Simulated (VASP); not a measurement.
A run of VASP 6.6.1:

Contents of INCAR:

```
SYSTEM = SiNi2
ALGO = Fast
EDIFF = 1E-6
ENCUT = 520
GGA = PS
ISIF = 2
ISMEAR = 0
LASPH = .TRUE.
LCHARG = .FALSE.
LREAL = .FALSE.
LWAVE = .FALSE.
NBANDS = 33
NELM = 60
PREC = Accurate
SIGMA = 0.1
```

File KPOINTS:

```
k-points
0
G
  12 12 8
  0 0 0
```

File POSCAR:

```
SiNi2
1.0
    4.1005714730      0.0000000000      0.0000000000
   -2.0502857365      3.5511990656      0.0000000000
    0.0000000000      0.0000000000      4.7711627075
Si Ni
2 4
Direct
    0.3333333333      0.6666666667      0.7500000000
    0.6666666667      0.3333333333      0.2500000000
    0.0000000000      0.0000000000      0.0000000000
    0.0000000000      0.0000000000      0.5000000000
    0.3333333333      0.6666666667      0.2500000000
    0.6666666667      0.3333333333      0.7500000000
```

Potentials or basis: VASP PAW PBE potentials, release 64 (Si, Ni).

Command:

```sh
$ cat potpaw_PBE.64/Si/POTCAR potpaw_PBE.64/Ni/POTCAR > POTCAR
$ mpirun -np 1 vasp_std > vasp.out
```

Hardware: 1 thread of Intel(R) Xeon(R) 6975P-C (Granite Rapids), on a shared host.

Task: Estimate the wall time of this run.

Result: Wall time 110 s on 1 thread of Intel(R) Xeon(R) 6975P-C (Granite Rapids), with other jobs on the host, peak memory 0.29 GiB. Counts: scf iterations 17, k points 95.
